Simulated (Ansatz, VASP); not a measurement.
Two plane-wave programs on Ti

```
Ti
1.0
     0.00000    2.04344    2.04344
     2.04344    0.00000    2.04344
     2.04344    2.04344    0.00000
Ti
1
Direct
  0.00000 0.00000 0.00000
```

Alike in both runs: task single point; functional r2SCAN; k mesh 11 × 11 × 11; occupations fermi-dirac, width 0.05 eV; no spin polarisation.

```csv
,VASP,Ansatz
version,VASP 6.6.1,Ansatz 0.2.0
potentials or method,"VASP PAW PBE potentials, release 64 (Ti_sv)",Ansatz PAW
plane-wave cutoff (eV),520,500
valence electrons in the cell,12,12
```

Ansatz gave:

```
gap on the k mesh at the Fermi level (eV) : none
pressure (GPa)                            : 1.9
```

Task: What did VASP give for the same quantities?

Result: gap on the k mesh at the Fermi level (eV): none; pressure (GPa): 2.3.

VASP's potentials were made for PBE, not for r2SCAN. A gap of «none» marks a metal or a gap that the smearing closes.
